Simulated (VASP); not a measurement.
# WSe2 in VASP: notebook

WSe2 is run at these levels: PBE+D3(BJ); tasks: single point.

All numbers are computed with VASP 6.6.1; they aren't measurements. Logs are shortened: lines on timing, memory, paths and dates and some standing lists are left out, and cuts for length are marked.

### 1 The cell of the first run

The typed cell holds 6 atoms: a = 3.279 Å, b = 3.279 Å, c = 12.793 Å, α = 90.00°, β = 90.00°, γ = 120.00°.

### 2 Single point, PBE+D3(BJ)

File INCAR:

```
SYSTEM = WSe2
PREC = Accurate
ENCUT = 520
EDIFF = 1E-7
ISMEAR = 0
SIGMA = 0.02
LREAL = .FALSE.
LASPH = .TRUE.
NELM = 80
ALGO = Normal
ISIF = 2
LWAVE = .FALSE.
LCHARG = .TRUE.
GGA = PE
IVDW = 12
LELF = .TRUE.
LVHAR = .TRUE.
NBANDS = 35
```

File KPOINTS:

```
regular mesh
0
G
  12 12 2
  0 0 0
```

File POSCAR:

```
WSe2
1.0
    3.2790405345      0.0000000000      0.0000000000
   -1.6395202673      2.8397324029      0.0000000000
    0.0000000000      0.0000000000     12.7928277828
W Se
2 4
Direct
    0.6666666667      0.3333333333      0.2500161501
    0.3333333333      0.6666666667      0.7499838499
    0.3333333333      0.6666666667      0.3816760043
    0.6666666667      0.3333333333      0.8816432762
    0.3333333333      0.6666666667      0.1183567238
    0.6666666667      0.3333333333      0.6183239957
```

Potentials or basis: VASP PAW PBE potentials, release 64 (W_sv, Se).

The run is started by

```bash
$ cat potpaw_PBE.64/W_sv/POTCAR potpaw_PBE.64/Se/POTCAR > POTCAR
$ mpirun -np 1 vasp_std > vasp.out
```

OUTCAR:

```text
SYSTEM = WSe2
   PREC = Accurate
   ENCUT = 520
   EDIFF = 1E-7
   ISMEAR = 0
   LREAL = .FALSE.
   LASPH = .TRUE.
   NELM = 80
   ISIF = 2
   GGA = PE
   IVDW = 12
 IVDW          = 12

 ion  position               nearest neighbor table
   1  0.667  0.333  0.250-   5 2.53   5 2.53   5 2.53   3 2.53   3 2.53   3 2.53
   2  0.333  0.667  0.750-   4 2.53   4 2.53   4 2.53   6 2.53   6 2.53   6 2.53
   3  0.333  0.667  0.382-   1 2.53   1 2.53   1 2.53
   4  0.667  0.333  0.882-   2 2.53   2 2.53   2 2.53
   5  0.333  0.667  0.118-   1 2.53   1 2.53   1 2.53
   6  0.667  0.333  0.618-   2 2.53   2 2.53   2 2.53

  LATTYP: Found a hexagonal cell.
 ALAT       =     3.2790405345
 C/A-ratio  =     3.9013936083

  Lattice vectors:

 A1 = (   3.2790405345,   0.0000000000,   0.0000000000)
 A2 = (  -1.6395202673,   2.8397324029,   0.0000000000)
 A3 = (   0.0000000000,   0.0000000000,  12.7928277828)

Analysis of symmetry for initial positions (statically):
=====================================================================
 Subroutine PRICEL returns:
 Original cell was already a primitive cell.

 Routine SETGRP: Setting up the symmetry group for a
 hexagonal supercell.

 Subroutine GETGRP returns: Found 12 space group operations
 (whereof 12 operations were pure point group operations)
 out of a pool of 24 trial point group operations.

The static configuration has the point symmetry D_3d.

Analysis of symmetry for dynamics (positions and initial velocities):
=====================================================================
 Subroutine PRICEL returns:
 Original cell was already a primitive cell.

 Routine SETGRP: Setting up the symmetry group for a
 hexagonal supercell.

 Subroutine GETGRP returns: Found 12 space group operations
 (whereof 12 operations were pure point group operations)
 out of a pool of 24 trial point group operations.

The dynamic configuration has the point symmetry D_3d.

 Subroutine INISYM returns: Found 12 space group operations
 (whereof 12 operations are pure point group operations),
 and found     1 'primitive' translations

----------------------------------------------------------------------------------------

                                     Primitive cell

  volume of cell :     119.1217

  direct lattice vectors                    reciprocal lattice vectors
     3.279040534  0.000000000  0.000000000     0.304967258  0.176072928  0.000000000
[... 96 lines left out ...]
   EDIFFG = 0.1E-05   stopping-criterion for IOM
   NSW    =      0    number of steps for IOM
   IBRION =     -1    ionic relax: 0-MD 1-quasi-New 2-CG
   NFREE  =      0    steps in history (QN), initial steepest desc. (CG)
   ISIF   =      2    stress and relaxation
   ISYM   =      2    0-nonsym 1-usesym 2-fastsym
   POTIM  = 0.5000    time-step for ionic-motion
   TEBEG  =    0.0;   TEEND  =   0.0 temperature during run
   PSTRESS=    0.0 pullay stress
   NELECT =      52.0000    total number of electrons
   NUPDOWN=      -1.0000    fix difference up-down
   EMIN   =  10.00;   EMAX   =-10.00  energy-range for DOS
   EFERMI =   0.00;   METHOD = LEGACY
   ISMEAR =     0;   SIGMA  =   0.02  broadening in eV -4-tet -1-fermi 0-gaus
   EFERMI_NEDOS =   21; number of points for ismear=-14 and -15
   IALGO  =     38    algorithm
   IMIX   =      4    mixing-type and parameters
     AMIX     =   0.40;   BMIX     =  1.00
     AMIX_MAG =   1.60;   BMIX_MAG =  1.00
  volume/ion in A,a.u.               =      19.85       133.98
  Fermi-wavevector in a.u.,A,eV,Ry     =   1.241878  2.346810 20.983743  1.542262
  Thomas-Fermi vector in A             =   2.376257
   LORBIT       =      0    0 simple, 1 ext, 2 COOP (PROOUT), +10 PAW based schemes
   GGA     = PE    functional components
   LHFCALC =     F    Hartree Fock is set to
   AEXX    =    0.0000 exact exchange contribution
   IVDW    =    12    specifies the selected vdW correction
   LEPSILON=     F    determine dielectric tensor
   LRPA    =     F    only Hartree local field effects (RPA)
 non-spin polarized calculation
 Gauss-broadening in eV      SIGMA  =   0.02
  energy-cutoff  :      520.00
  volume of cell :      119.12
 maximum number of plane-waves:      3248
   NGX = 13   NGY = 13   NGZ = 47

 number of electron      51.9999987 magnetization

 Free energy of the ion-electron system (eV)
  ---------------------------------------------------
  ext. energy  EPLUGINS =         0.00000000
  ---------------------------------------------------
  free energy    TOTEN  =       -43.07883227 eV

  energy without entropy =      -43.07883227  energy(sigma->0) =      -43.07883227

 E-fermi :   6.7219     XC(G=0): -10.8950

 val. band max:        6.5192952548   @ k =   0.0000   0.0000   0.0000
 cond. band min:       7.4113144589   @ k =   0.1667   0.1667   0.0000
 fundamental gap:      0.8920192041
 Fermi energy:         6.7219072414

 k-point     1 :       0.0000    0.0000    0.0000
  band No.  band energies     occupation
      1     -67.8228      2.00000
      2     -67.8228      2.00000
      3     -32.0735      2.00000
      4     -32.0734      2.00000
      5     -31.9365      2.00000
      6     -31.9365      2.00000
[... 901 lines left out ...]
     34      10.4300      0.00000
     35      12.0488      0.00000

 [... further k-points ...]

------------------------ aborting loop because EDIFF is reached ----------------------------------------

 Edisp (eV)   -2.85181

 E8    (eV) :    -1.2720

  FORCE on cell =-STRESS in cart. coord.  units (eV):
  Direction    XX          YY          ZZ          XY          YZ          ZX
  --------------------------------------------------------------------------------------
  -------------------------------------------------------------------------------------
  Total       0.20801     0.20801     0.29634    -0.00000     0.00000     0.00000
  in kB       2.79765     2.79765     3.98569    -0.00000     0.00000     0.00000
  external pressure =        3.19 kB  Pullay stress =        0.00 kB

 VOLUME and BASIS-vectors are now :
 -----------------------------------------------------------------------------
  energy-cutoff  :      520.00
  volume of cell :      119.12
      direct lattice vectors                 reciprocal lattice vectors
     3.279040534  0.000000000  0.000000000     0.304967258  0.176072928  0.000000000
    -1.639520267  2.839732403  0.000000000     0.000000000  0.352145857  0.000000000
     0.000000000  0.000000000 12.792827783     0.000000000  0.000000000  0.078168800

 POSITION                                       TOTAL-FORCE (eV/Angst)
 -----------------------------------------------------------------------------------
      1.63952      0.94658      3.19841        -0.000000      0.000000     -0.000023
     -0.00000      1.89315      9.59441         0.000000     -0.000000      0.000023
     -0.00000      1.89315      4.88272        -0.000000     -0.000000      0.048806
      1.63952      0.94658     11.27871        -0.000000     -0.000000      0.049307
     -0.00000      1.89315      1.51412        -0.000000      0.000000     -0.049307
      1.63952      0.94658      7.91011         0.000000      0.000000     -0.048806
 -----------------------------------------------------------------------------------
    total drift:                               -0.000000      0.000000      0.000000

  FREE ENERGIE OF THE ION-ELECTRON SYSTEM (eV)
  ---------------------------------------------------
  free  energy   TOTEN  =       -45.9306384958 eV

  energy  without entropy=      -45.9306384958  energy(sigma->0) =      -45.93063850
```

OSZICAR:

```text
N       E                     dE             d eps       ncg     rms          rms(c)
DAV:   1     0.506333539083E+03    0.50633E+03   -0.27946E+04  2916   0.146E+03
DAV:   2    -0.134476864078E+02   -0.51978E+03   -0.50219E+03  3155   0.395E+02
DAV:   3    -0.443055395520E+02   -0.30858E+02   -0.30204E+02  3289   0.909E+01
DAV:   4    -0.449664108747E+02   -0.66087E+00   -0.65731E+00  3139   0.135E+01
DAV:   5    -0.449747093321E+02   -0.82985E-02   -0.82902E-02  3200   0.166E+00    0.298E+01
DAV:   6    -0.434753370351E+02    0.14994E+01   -0.58243E+00  2963   0.160E+01    0.106E+01
DAV:   7    -0.432627122507E+02    0.21262E+00   -0.28957E+00  2804   0.814E+00    0.566E+00
DAV:   8    -0.430775852140E+02    0.18513E+00   -0.39998E-01  2902   0.436E+00    0.131E+00
DAV:   9    -0.430807288850E+02   -0.31437E-02   -0.61584E-02  3143   0.121E+00    0.939E-01
DAV:  10    -0.430788646898E+02    0.18642E-02   -0.13796E-02  2884   0.792E-01    0.136E-01
DAV:  11    -0.430788893461E+02   -0.24656E-04   -0.17405E-03  2929   0.270E-01    0.191E-01
DAV:  12    -0.430788371112E+02    0.52235E-04   -0.67315E-05  3034   0.527E-02    0.119E-01
DAV:  13    -0.430788315199E+02    0.55913E-05   -0.87116E-05  2947   0.560E-02    0.837E-03
DAV:  14    -0.430788322965E+02   -0.77659E-06   -0.60352E-06  3204   0.127E-02    0.892E-03
DAV:  15    -0.430788322750E+02    0.21552E-07   -0.46344E-07  2730   0.355E-03
   1 F= -.45930638E+02 E0= -.45930638E+02  d E =-.105156E-48
```

Wall time 3.2 min (1 thread of Intel Xeon 8259CL, shared host); peak memory 0.31 GiB.

Results:

```yaml
Free_energy: -45.9306 eV
Pressure: 0.3 GPa
Largest_force: 0.049 eV/Å
Band_gap_on_the_k_mesh: 0.89 eV (least direct gap 1.56 eV)
Dispersion_energy_per_atom: -0.475 eV
```

Forces in eV/Å, atoms in the order of the input:
```
W    0.000  0.000  0.000
W    0.000  0.000  0.000
Se   0.000  0.000  0.049
Se   0.000  0.000  0.049
Se   0.000  0.000 -0.049
Se   0.000  0.000 -0.049
```

Stress tensor (GPa, compression positive):
```
0.28 0.00 0.00
0.00 0.28 0.00
0.00 0.00 0.40
```

Caveat: spin-orbit coupling is left out, which moves the levels of the heavy elements. A k mesh can miss the band edges.

### 3 Single point, PBE+D3(BJ)

File INCAR:

```
PREC = Accurate ; ENCUT = 520
EDIFF = 1E-6 ; ISMEAR = 0
SIGMA = 0.01 ; LREAL = F
LASPH = T ; NELM = 60
ALGO = Normal ; ISIF = 2
LWAVE = F ; LCHARG = T
GGA = PE ; IVDW = 12
LELF = T ; LVHAR = T
NBANDS = 35
```

File KPOINTS:

```
Automatic mesh
0
Gamma
  12 12 2
```

POSCAR is that of step 2.

Potentials or basis: VASP PAW PBE potentials, release 64 (W_sv, Se).

The run is started by

```bash
$ cat potpaw_PBE.64/W_sv/POTCAR potpaw_PBE.64/Se/POTCAR > POTCAR
$ mpirun -np 1 vasp_std > vasp.out
```

Wall time 3.3 min (1 thread of Intel Xeon 8259CL, shared host); peak memory 0.31 GiB.

It converged, with:

- Free energy: -45.9306 eV
- Pressure: 0.3 GPa
- Largest force: 0.050 eV/Å
- Band gap on the k mesh: 0.89 eV (least direct gap 1.56 eV)
- Dispersion energy per atom: -0.475 eV

Forces on the atoms (eV/Å):
```
W    0.000  0.000  0.000
W    0.000  0.000  0.000
Se   0.000  0.000  0.049
Se   0.000  0.000  0.050
Se   0.000  0.000 -0.050
Se   0.000  0.000 -0.049
```

Stress tensor (GPa, compression positive):
```
0.28 0.00 0.00
0.00 0.28 0.00
0.00 0.00 0.39
```

Levels at points of the mesh, in eV from the valence-band top:
```csv
k point,band 24,band 25,band 26,band 27,band 28,band 29
"(0.00, 0.00, 0.00)",-1.20,-0.96,0.00,2.63,2.63,2.68
"(0.50, 0.00, 0.00)",-1.37,-1.30,-1.06,2.15,2.20,2.27
"(0.00, 0.00, 0.50)",-1.49,-0.21,-0.21,2.63,2.63,2.63
"(0.50, 0.00, 0.50)",-1.37,-1.22,-1.22,2.17,2.17,2.52
```

Caveat: spin-orbit coupling is left out, which moves the levels of the heavy elements.
